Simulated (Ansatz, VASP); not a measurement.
Pb: VASP beside Ansatz

```
Pb
1.0
     0.00000    2.44157    2.44157
     2.44157    0.00000    2.44157
     2.44157    2.44157    0.00000
Pb
1
Direct
  0.00000 0.00000 0.00000
```

Alike in both runs: task single point; functional PBE0; k mesh 6 × 6 × 6; occupations fermi-dirac, width 0.05 eV; no spin polarisation.

|  | VASP | Ansatz |
| --- | --- | --- |
| version | VASP 6.6.1 | Ansatz 0.2.0 |
| potentials or method | VASP PAW PBE potentials, release 64 (Pb_d) | Ansatz PAW |
| plane-wave cutoff (eV) | 520 | 420 |
| valence electrons in the cell | 14 | 14 |

```tsv
	VASP	Ansatz	Ansatz less VASP
gap on the k mesh at the Fermi level (eV)	none	none	-
pressure (GPa)	4.3	4.4	+0.12
```

A gap of «none» marks a metal or a gap that the smearing closes.

The k mesh is coarse, so the values compare programs but aren't converged. Neither program's run includes spin-orbit coupling.
